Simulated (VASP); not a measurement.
Wanted: the native input for a VASP 6.6.1 run.

```yaml
Task: single point
Functional: PBEsol
Potentials_or_basis: VASP PAW PBE potentials, release 64 (Mo_sv)
Cutoff: 520 eV
k_mesh: 25 × 25 × 6
Occupations: gaussian, width 0.15 eV
Spin: no spin polarisation
Dipole_correction: no
Further_INCAR_settings: ALGO = Fast; EDIFF = 1e-06; NBANDS = 36
```

The structure of Mo lies in POSCAR:

```
Mo
1.0
   -1.3711677094     -2.3749321384      0.0000000000
    1.3711677094     -2.3749321384      0.0000000000
    0.0000000000      0.0000000000     10.9682842839
Mo
4
Direct
    0.0000000000      0.0000000000      0.7952245331
    0.0000000000      0.0000000000      0.1136035047
    0.0000000000      0.0000000000      0.3408105142
    0.0000000000      0.0000000000      0.5680175236
```

This isn't the form of Mo at room conditions, which is bcc.

This cell differs from its parent crystal: the distance across one plane changed.

These files were run (other wordings do the same):

INCAR

```
SYSTEM = Mo
  PREC = Accurate
  ENCUT = 520
  EDIFF = 1E-6
  ISMEAR = 0
  SIGMA = 0.15
  LREAL = .False.
  LASPH = .True.
  NELM = 80
  ALGO = Fast
  ISIF = 2
  LWAVE = .False.
  LCHARG = .True.
  GGA = PS
  LELF = .True.
  LVHAR = .True.
  NBANDS = 36
```

KPOINTS

```
Automatic mesh
0
Gamma
  25 25 6
  0 0 0
```

Potentials or basis: VASP PAW PBE potentials, release 64 (Mo_sv).

Launch:

```console
$ cat potpaw_PBE.64/Mo_sv/POTCAR > POTCAR
$ mpirun -np 1 vasp_std > vasp.out
```

It gave:

```json
{
  "Pressure": "-5.6 GPa",
  "Largest force": "0.766 eV/Å",
  "Band gap on the k mesh": "zero (bands 28 and 29 overlap by 1.35 eV)"
}
```

Caveat: the cell differs from its parent crystal (the distance across one plane changed); the stress differs along the axes, from -10 to -3 GPa; the PAW data sets were made with another functional, which shifts forces and pressure a little.

Run time: 5.6 min on 1 thread of Intel(R) Xeon(R) 6975P-C (Granite Rapids), with other jobs on the host, peak memory 0.53 GiB.
